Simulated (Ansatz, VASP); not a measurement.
# SiC in VASP and in Ansatz

```
Si C
1.0
     3.00267    0.00000    0.00000
    -1.50133    2.60039    0.00000
     0.00000    0.00000    5.38198
Si C
2 2
Cartesian
  0.0000 1.7336 -0.1599
  1.5013 0.8668 2.5311
  0.0000 1.7336 2.2320
  1.5013 0.8668 4.9230
```

Alike in both runs: task single point; functional PBE; k mesh 12 × 12 × 6; occupations gaussian, width 0.02 eV; no spin polarisation.

|  | VASP | Ansatz |
| --- | --- | --- |
| version | VASP 6.6.1 | Ansatz 0.2.0 |
| potentials or method | VASP PAW PBE potentials, release 64 (Si, C), cutoff 520 eV | scalar-relativistic, plane waves, PAW |
| valence electrons in the cell | 16 | 16 |

VASP gave:

* gap on the k mesh at the Fermi level (eV): 1.95
* least direct gap on the mesh (eV): 3.67
* pressure (GPa): 19.7
* traceless stress, the component that is largest in VASP (GPa): -27.47
* rms of the force components (eV/Å): 1.104

**Question.** Which values does Ansatz return?

**Answer.** gap on the k mesh at the Fermi level (eV): 1.96; least direct gap on the mesh (eV): 3.67; pressure (GPa): 19.8; traceless stress, the component that is largest in VASP (GPa): -27.48; rms of the force components (eV/Å): 1.106.

Atom by atom the forces differ by 0.001 eV/Å (rms over components).
